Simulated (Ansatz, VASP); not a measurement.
# Two plane-wave programs on TiO2

The input INCAR:

```
PREC = Accurate
ENCUT = 520
EDIFF = 1E-6
ISMEAR = 0
SIGMA = 0.05
LREAL = False
LASPH = True
NELM = 60
ALGO = Normal
ISIF = 2
LWAVE = False
LCHARG = True
GGA = PE
LELF = True
LVHAR = True
NBANDS = 33
```

KPOINTS

```
regular mesh
0
Gamma
  10 10 10
```

POSCAR

```
TiO2
1.0
   -1.8994290456      1.8994290456      4.8501582422
    1.8994290456     -1.8994290456      4.8501582422
    1.8994290456      1.8994290456     -4.8501582422
Ti O
2 4
Direct
    0.0000000000      0.0000000000      0.0000000000
    0.7500000000      0.2500000000      0.5000000000
    0.2064582662      0.2064582662      0.0000000000
    0.9564582662      0.4564582662      0.5000000000
    0.5435417338      0.0435417338      0.5000000000
    0.7935417338      0.7935417338      0.0000000000
```

Input for Ansatz:

```yaml
crystal:
  lattice:
    - [-1.8994290456, 1.8994290456, 4.8501582422]
    - [1.8994290456, -1.8994290456, 4.8501582422]
    - [1.8994290456, 1.8994290456, -4.8501582422]
  atoms:
    - { symbol: Ti, position: [0.0, 0.0, 0.0] }
    - { symbol: Ti, position: [0.75, 0.25, 0.5] }
    - { symbol: O, position: [0.2064582662, 0.2064582662, 0.0] }
    - { symbol: O, position: [0.9564582662, 0.4564582662, 0.5] }
    - { symbol: O, position: [0.5435417338, 0.0435417338, 0.5] }
    - { symbol: O, position: [0.7935417338, 0.7935417338, 0.0] }
basis:
  ecutwfc: 420
  ecutrho_ratio: 4
kpoints:
  mp_grid: { grid: [10, 10, 10] }
  band_path:
    path:
      - [[0.0, 0.0, 0.0], [0.0, 0.0, 0.5], [0.25, 0.25, 0.25], [0.0, 0.5, 0.0], [0.0, 0.0, 0.0], [0.5, 0.5, -0.5], [0.28834196, 0.71165804, -0.28834196]]
      - [[-0.28834196, 0.28834196, 0.28834196], [0.0, 0.0, 0.0]]
      - [[0.0, 0.0, 0.5], [-0.07668393, 0.07668393, 0.5]]
      - [[0.5, 0.5, -0.07668393], [0.5, 0.5, -0.5]]
    npoints: 14
hamiltonian:
  xc: pbe
scf:
  occupations: { method: gaussian, width: 0.05 }
  n_extra_bands: 19
output:
  forces: true
  stress: true
  eigenvalues: true
  populations: true
  dos: { projected: true, de: 0.02, nscf_kmesh: { grid: [15, 15, 15] } }
  bader: true
```

Alike in both runs: task single point; functional PBE; k mesh 10 × 10 × 10; occupations gaussian, width 0.05 eV; no spin polarisation.

```csv
,VASP,Ansatz
version,VASP 6.6.1,Ansatz 0.2.0
potentials or method,"VASP PAW PBE potentials, release 64 (Ti_sv, O), cutoff 520 eV","scalar-relativistic, plane waves, PAW"
valence electrons in the cell,48,48
```

|  | VASP | Ansatz | Ansatz less VASP |
| --- | --- | --- | --- |
| gap on the k mesh at the Fermi level (eV) | 2.11 | 2.14 | +0.024 |
| least direct gap on the mesh (eV) | 2.41 | 2.43 | +0.021 |
| pressure (GPa) | 0.7 | 0.0 | -0.67 |
| rms of the force components (eV/Å) | 0.009 | 0.000 | -0.0087 |

Atom by atom the forces differ by 0.009 eV/Å (rms over components). With one functional, cell and mesh, what is left measures potentials, basis and numerics.
